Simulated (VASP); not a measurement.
# KBr (I4/mmm) in VASP: notebook

The runs below take KBr through single point, with PBE.

Program: VASP 6.6.1. These are calculated values, not measurements. Logs are shortened: lines on timing, memory, paths and dates and some standing lists are left out, and cuts for length are marked.

### 1 The cell of the first run

The structure is tetragonal, space group I4/mmm (No. 139). The conventional cell has a = 4.857 Å, b = 4.857 Å, c = 6.548 Å, α = 90.00°, β = 90.00°, γ = 90.00°. Within 4.3 Å of K (site symmetry 4/mmm) lie 6 Br at 3.27 to 3.43 Å. Br (site symmetry 4/mmm) has 6 K at 3.27 to 3.43 Å within 4.3 Å.

### 2 Single point, PBE (epitaxial xy strain +4.0%)

Input file INCAR:

```
SYSTEM = KBr
PREC = Accurate ; ENCUT = 520
EDIFF = 1E-7 ; ISMEAR = 0
SIGMA = 0.01 ; LREAL = .FALSE.
LASPH = .TRUE. ; NELM = 60
ALGO = Normal ; ISIF = 2
LWAVE = .FALSE. ; LCHARG = .TRUE.
GGA = PE ; LELF = .TRUE.
LVHAR = .TRUE. ; NBANDS = 15
```

Input file KPOINTS:

```
Automatic mesh
0
G
  4 4 4
  0 0 0
```

Input file POSCAR:

```
KBr
1.0
    0.0000000000      3.4343377188      3.2741773672
    3.4343377188      0.0000000000      3.2741773672
    3.4343377188      3.4343377188      0.0000000000
K Br
1 1
Direct
    0.0000000000      0.0000000000      0.0000000000
    0.5000000000      0.5000000000      0.5000000000
```

Potentials or basis: VASP PAW PBE potentials, release 64 (K_sv, Br).

Run with:

```
$ cat potpaw_PBE.64/K_sv/POTCAR potpaw_PBE.64/Br/POTCAR > POTCAR
$ mpirun -np 1 vasp_std > vasp.out
```

OUTCAR:

```text
SYSTEM = KBr
   PREC = Accurate
   ENCUT = 520
   EDIFF = 1E-7
   ISMEAR = 0
   LREAL = .FALSE.
   LASPH = .TRUE.
   NELM = 60
   ISIF = 2
   GGA = PE

 ion  position               nearest neighbor table
   1  0.000  0.000  0.000-   2 3.27   2 3.27
   2  0.500  0.500  0.500-   1 3.27   1 3.27

  LATTYP: Found a body centered tetragonal cell.
 ALAT       =     4.8568869797
 C/A-ratio  =     1.3482617079

  Lattice vectors:

 A1 = (   0.0000000000,  -3.4343377188,  -3.2741773672)
 A2 = (   0.0000000000,   3.4343377188,  -3.2741773672)
 A3 = (   3.4343377188,   0.0000000000,   3.2741773672)

Analysis of symmetry for initial positions (statically):
=====================================================================
 Subroutine PRICEL returns:
 Original cell was already a primitive cell.

 Routine SETGRP: Setting up the symmetry group for a
 body centered tetragonal supercell.

 Subroutine GETGRP returns: Found 16 space group operations
 (whereof 16 operations were pure point group operations)
 out of a pool of 16 trial point group operations.

The static configuration has the point symmetry D_4h.

Analysis of symmetry for dynamics (positions and initial velocities):
=====================================================================
 Subroutine PRICEL returns:
 Original cell was already a primitive cell.

 Routine SETGRP: Setting up the symmetry group for a
 body centered tetragonal supercell.

 Subroutine GETGRP returns: Found 16 space group operations
 (whereof 16 operations were pure point group operations)
 out of a pool of 16 trial point group operations.

The dynamic configuration has the point symmetry D_4h.

 Subroutine INISYM returns: Found 16 space group operations
 (whereof 16 operations are pure point group operations),
 and found     1 'primitive' translations

----------------------------------------------------------------------------------------

                                     Primitive cell

  volume of cell :      77.2357

  direct lattice vectors                    reciprocal lattice vectors
     0.000000000  3.434337719  3.274177367    -0.145588478  0.145588478  0.152710114
     3.434337719  0.000000000  3.274177367     0.145588478 -0.145588478  0.152710114
     3.434337719  3.434337719  0.000000000     0.145588478  0.145588478 -0.152710114

  length of vectors
     4.744988198  4.744988198  4.856886980     0.256344278  0.256344278  0.256344278

  position of ions in fractional coordinates (direct lattice)
     0.000000000  0.000000000  0.000000000
     0.500000000  0.500000000  0.500000000

  ion indices of the primitive-cell ions
   primitive index   ion index
                 1           1
                 2           2

----------------------------------------------------------------------------------------

 KPOINTS: Automatic mesh

Automatic generation of k-mesh.
 Grid dimensions read from file:
 generate k-points for:    4    4    4

 Generating k-lattice:

  Cartesian coordinates                     Fractional coordinates (reciprocal lattice)
    -0.036397119  0.036397119  0.038177529     0.250000000 -0.000000000  0.000000000
     0.036397119 -0.036397119  0.038177529    -0.000000000  0.250000000  0.000000000
     0.036397119  0.036397119 -0.038177529     0.000000000  0.000000000  0.250000000

  Length of vectors
     0.064086069  0.064086069  0.064086069

  Shift w.r.t. Gamma in fractional coordinates (k-lattice)
     0.000000000  0.000000000  0.000000000

 Subroutine IBZKPT returns following result:
 ===========================================

 Found     13 irreducible k-points:

 Following reciprocal coordinates:
            Coordinates               Weight
  0.000000  0.000000  0.000000      1.000000
  0.250000  0.000000  0.000000      8.000000
  0.500000  0.000000  0.000000      4.000000
  0.250000  0.250000  0.000000      2.000000
  0.500000  0.250000  0.000000      8.000000
 -0.250000  0.250000  0.000000      4.000000
  0.500000  0.500000  0.000000      1.000000
  0.250000  0.000000  0.250000      4.000000
  0.500000  0.000000  0.250000     16.000000
 -0.250000  0.000000  0.250000      8.000000
 -0.250000  0.500000  0.250000      4.000000
  0.500000  0.000000  0.500000      2.000000
 -0.250000  0.250000  0.500000      2.000000
   k-points           NKPTS =     13   k-points in BZ     NKDIM =     13   number of bands    NBANDS=     15
   number of dos      NEDOS =    301   number of ions     NIONS =      2
   total plane-waves  NPLWV =  46656
   dimension x,y,z NGX =    36 NGY =   36 NGZ =   36
   dimension x,y,z NGXF=    72 NGYF=   72 NGZF=   72
   ions per type =               1   1
   NGX,Y,Z   is equivalent  to a cutoff of  12.61, 12.61, 12.32 a.u.
   NGXF,Y,Z  is equivalent  to a cutoff of  25.23, 25.23, 24.64 a.u.
 SYSTEM =  KBr
   PREC   = accura    normal or accurate (medium, high low for compatibility)
   ISTART =      0    job   : 0-new  1-cont  2-samecut
   ICHARG =      2    charge: 1-file 2-atom 10-const
   ISPIN  =      1    spin polarized calculation?
   LNONCOLLINEAR =      F non collinear calculations
   LSORBIT =      F    spin-orbit coupling
   LASPH  =      T    aspherical Exc in radial PAW
   ENCUT  =  520.0 eV  38.22 Ry    6.18 a.u.   8.82  8.82  9.03*2*pi/ulx,y,z
   NELM   =     60;   NELMIN=  2; NELMDL= -5     # of ELM steps
   EDIFF  = 0.1E-06   stopping-criterion for ELM
   LREAL  =      F    real-space projection
   EDIFFG = 0.1E-05   stopping-criterion for IOM
   NSW    =      0    number of steps for IOM
   IBRION =     -1    ionic relax: 0-MD 1-quasi-New 2-CG
   NFREE  =      0    steps in history (QN), initial steepest desc. (CG)
   ISIF   =      2    stress and relaxation
   ISYM   =      2    0-nonsym 1-usesym 2-fastsym
   POTIM  = 0.5000    time-step for ionic-motion
   TEBEG  =    0.0;   TEEND  =   0.0 temperature during run
   PSTRESS=    0.0 pullay stress
   NELECT =      16.0000    total number of electrons
   NUPDOWN=      -1.0000    fix difference up-down
   EMIN   =  10.00;   EMAX   =-10.00  energy-range for DOS
   EFERMI =   0.00;   METHOD = LEGACY
   ISMEAR =     0;   SIGMA  =   0.01  broadening in eV -4-tet -1-fermi 0-gaus
   EFERMI_NEDOS =   21; number of points for ismear=-14 and -15
   IALGO  =     38    algorithm
   IMIX   =      4    mixing-type and parameters
     AMIX     =   0.40;   BMIX     =  1.00
     AMIX_MAG =   1.60;   BMIX_MAG =  1.00
  volume/ion in A,a.u.               =      38.62       260.61
  Fermi-wavevector in a.u.,A,eV,Ry     =   0.968669  1.830519 12.766615  0.938320
  Thomas-Fermi vector in A             =   2.098658
   LORBIT       =      0    0 simple, 1 ext, 2 COOP (PROOUT), +10 PAW based schemes
   GGA     = PE    functional components
   LHFCALC =     F    Hartree Fock is set to
   AEXX    =    0.0000 exact exchange contribution
   IVDW    =     0    specifies the selected vdW correction
   LEPSILON=     F    determine dielectric tensor
   LRPA    =     F    only Hartree local field effects (RPA)
 non-spin polarized calculation
 Gauss-broadening in eV      SIGMA  =   0.01
  energy-cutoff  :      520.00
  volume of cell :       77.24
 maximum number of plane-waves:      2104
   NGX = 17   NGY = 17   NGZ = 19

 number of electron      16.0000003 magnetization

 Free energy of the ion-electron system (eV)
  ---------------------------------------------------
  ext. energy  EPLUGINS =         0.00000000
  ---------------------------------------------------
  free energy    TOTEN  =        -6.21314635 eV

  energy without entropy =       -6.21314635  energy(sigma->0) =       -6.21314635

 E-fermi :  -1.9126     XC(G=0):  -7.0845

 val. band max:       -2.0034295493   @ k =   0.0000   0.0000   0.0000
 cond. band min:       2.2361927667   @ k =   0.0000   0.0000   0.0000
 fundamental gap:      4.2396223160
 Fermi energy:        -1.9125818159

 k-point     1 :       0.0000    0.0000    0.0000
  band No.  band energies     occupation
      1     -29.9467      2.00000
      2     -14.2231      2.00000
      3     -13.4210      2.00000
      4     -13.4210      2.00000
      5     -13.4172      2.00000
      6      -2.0130      2.00000
      7      -2.0130      2.00000
      8      -2.0034      2.00000
      9       2.2362      0.00000
     10       5.4837      0.00000
     11       5.4837      0.00000
     12       5.7571      0.00000
     13       6.2435      0.00000
     14       6.4645      0.00000
     15       9.4108      0.00000

 k-point     2 :       0.2500    0.0000    0.0000
  band No.  band energies     occupation
      1     -29.9448      2.00000
      2     -14.3191      2.00000
      3     -13.4252      2.00000
      4     -13.4203      2.00000
      5     -13.2932      2.00000
      6      -2.6045      2.00000
      7      -2.1583      2.00000
      8      -2.1540      2.00000
      9       3.4226      0.00000
     10       5.3998      0.00000
     11       6.1527      0.00000
     12       6.3009      0.00000
     13       6.9105      0.00000
     14       7.1791      0.00000
     15       9.7476      0.00000

 k-point     3 :       0.5000    0.0000    0.0000
  band No.  band energies     occupation
      1     -29.9429      2.00000
      2     -14.3960      2.00000
      3     -13.4293      2.00000
      4     -13.4213      2.00000
      5     -13.1859      2.00000
      6      -3.0578      2.00000
      7      -2.2931      2.00000
      8      -2.2911      2.00000
      9       4.4222      0.00000
     10       5.9369      0.00000
     11       7.5436      0.00000
     12       7.5763      0.00000
     13       7.6461      0.00000
     14       8.0521      0.00000
     15       8.3784      0.00000
[... 145 lines left out ...]
 k-point    12 :       0.5000    0.0000    0.5000
  band No.  band energies     occupation
      1     -29.9421      2.00000
      2     -14.1463      2.00000
      3     -13.4868      2.00000
      4     -13.4461      2.00000
      5     -13.4414      2.00000
      6      -2.7638      2.00000
      7      -2.2661      2.00000
      8      -2.2342      2.00000
      9       3.9471      0.00000
     10       4.9058      0.00000
     11       7.0121      0.00000
     12       7.2006      0.00000
     13       7.4147      0.00000
     14       8.4130      0.00000
     15       8.6273      0.00000

 k-point    13 :      -0.2500    0.2500    0.5000
  band No.  band energies     occupation
      1     -29.9420      2.00000
      2     -14.2776      2.00000
      3     -13.4639      2.00000
      4     -13.4639      2.00000
      5     -13.2763      2.00000
      6      -2.5391      2.00000
      7      -2.5375      2.00000
      8      -2.5375      2.00000
      9       5.3807      0.00000
     10       5.3807      0.00000
     11       5.9182      0.00000
     12       6.6229      0.00000
     13       8.4469      0.00000
     14       8.6402      0.00000
     15       9.0409      0.00000

------------------------ aborting loop because EDIFF is reached ----------------------------------------

  FORCE on cell =-STRESS in cart. coord.  units (eV):
  Direction    XX          YY          ZZ          XY          YZ          ZX
  --------------------------------------------------------------------------------------
  -------------------------------------------------------------------------------------
  Total       -0.2839031     -0.2839031      0.2900084      0.0000000     -0.0000000      0.0000000
  in kB       -5.8892842     -5.8892842      6.0159320      0.0000000     -0.0000000      0.0000000
  external PRESSURE =      -1.9208788 kB  Pullay stress =       0.0000000 kB

 VOLUME and BASIS-vectors are now :
 -----------------------------------------------------------------------------
  energy-cutoff  :      520.00
  volume of cell :       77.24
      direct lattice vectors                 reciprocal lattice vectors
     0.000000000  3.434337719  3.274177367    -0.145588478  0.145588478  0.152710114
     3.434337719  0.000000000  3.274177367     0.145588478 -0.145588478  0.152710114
     3.434337719  3.434337719  0.000000000     0.145588478  0.145588478 -0.152710114

 POSITION                                       TOTAL-FORCE (eV/Angst)
 -----------------------------------------------------------------------------------
      0.00000      0.00000      0.00000        -0.000000      0.000000     -0.000000
      3.43434      3.43434      3.27418         0.000000     -0.000000      0.000000
 -----------------------------------------------------------------------------------
    total drift:                                0.000000      0.000000      0.000000

  FREE ENERGIE OF THE ION-ELECTRON SYSTEM (eV)
  ---------------------------------------------------
  free  energy   TOTEN  =        -6.2131463482 eV

  energy  without entropy=       -6.2131463482  energy(sigma->0) =       -6.21314635
```

Run time: 12 s. Hardware: 1 thread of Intel Xeon 6975P-C (Granite Rapids), shared host; peak memory 0.2 GiB.

What came out:

- Free energy: -6.2131 eV
- Pressure: -0.2 GPa
- Band gap on the k mesh: 4.24 eV, direct

Caveat: the cell differs from its parent crystal (epitaxial xy strain +4.0%).

### 3 Single point, PBE (epitaxial xy strain +4.0%)

Input file INCAR:

```
ALGO = Normal ; EDIFF = 1E-7
ENCUT = 520 ; GGA = PE
ISIF = 2 ; ISMEAR = -1
LASPH = T ; LCHARG = F
LREAL = F ; LWAVE = F
NBANDS = 15 ; NELM = 100
PREC = Accurate ; SIGMA = 0.02
```

Input file KPOINTS:

```
k-points
0
Gamma
  6 6 6
```

POSCAR is that of step 2.

Potentials or basis: VASP PAW PBE potentials, release 64 (K_sv, Br).

Run with:

```
$ cat potpaw_PBE.64/K_sv/POTCAR potpaw_PBE.64/Br/POTCAR > POTCAR
$ mpirun -np 1 vasp_std > vasp.out
```

OUTCAR:

```text
EDIFF = 1E-7
   ENCUT = 520
   GGA = PE
   ISIF = 2
   ISMEAR = -1
   LASPH = T
   LREAL = F
   NELM = 100
   PREC = Accurate

 ion  position               nearest neighbor table
   1  0.000  0.000  0.000-   2 3.27   2 3.27
   2  0.500  0.500  0.500-   1 3.27   1 3.27

  LATTYP: Found a body centered tetragonal cell.
 ALAT       =     4.8568869797
 C/A-ratio  =     1.3482617079

[... 607 lines left out ...]
      6      -2.7410      2.00000
      7      -2.3894      2.00000
      8      -2.2590      2.00000
      9       4.3263      0.00000
     10       5.1370      0.00000
     11       6.6025      0.00000
     12       7.3909      0.00000
     13       7.4443      0.00000
     14       8.2223      0.00000
     15       8.5697      0.00000

 [... further k-points ...]
[... 5 lines left out ...]
  --------------------------------------------------------------------------------------
  -------------------------------------------------------------------------------------
  Total       -0.2854457     -0.2854457      0.2881721      0.0000000      0.0000000     -0.0000000
  in kB       -5.9212850     -5.9212850      5.9778410      0.0000000      0.0000000     -0.0000000
  external PRESSURE =      -1.9549096 kB  Pullay stress =       0.0000000 kB

 VOLUME and BASIS-vectors are now :
 -----------------------------------------------------------------------------
  energy-cutoff  :      520.00
  volume of cell :       77.24
      direct lattice vectors                 reciprocal lattice vectors
     0.000000000  3.434337719  3.274177367    -0.145588478  0.145588478  0.152710114
     3.434337719  0.000000000  3.274177367     0.145588478 -0.145588478  0.152710114
     3.434337719  3.434337719  0.000000000     0.145588478  0.145588478 -0.152710114

 POSITION                                       TOTAL-FORCE (eV/Angst)
 -----------------------------------------------------------------------------------
      0.00000      0.00000      0.00000         0.000000     -0.000000      0.000000
      3.43434      3.43434      3.27418        -0.000000      0.000000     -0.000000
 -----------------------------------------------------------------------------------
    total drift:                                0.000000      0.000000      0.000000

  FREE ENERGIE OF THE ION-ELECTRON SYSTEM (eV)
  ---------------------------------------------------
  free  energy   TOTEN  =        -6.2134703997 eV

  energy  without entropy=       -6.2134703997  energy(sigma->0) =       -6.21347040
```

It took 17 s on 1 thread of Intel Xeon 6975P-C (Granite Rapids), shared host; peak memory 0.21 GiB.

Results:

```yaml
Free_energy: -6.2135 eV
Pressure: -0.2 GPa
Band_gap_on_the_k_mesh: 4.24 eV, direct
```

Levels at points of the mesh, in eV from the valence-band top:
| k point | band 6 | band 7 | band 8 | band 9 | band 10 | band 11 |
| --- | --- | --- | --- | --- | --- | --- |
| (0.00, 0.00, 0.00) | -0.01 | -0.01 | 0.00 | 4.24 | 7.49 | 7.49 |
| (0.50, 0.00, 0.00) | -1.05 | -0.29 | -0.29 | 6.43 | 7.94 | 9.55 |
| (0.50, 0.50, 0.00) | -0.71 | -0.30 | -0.30 | 5.88 | 6.99 | 9.28 |
| (0.50, 0.00, 0.50) | -0.76 | -0.26 | -0.23 | 5.95 | 6.91 | 9.02 |

Caveat: the cell differs from its parent crystal (epitaxial xy strain +4.0%).
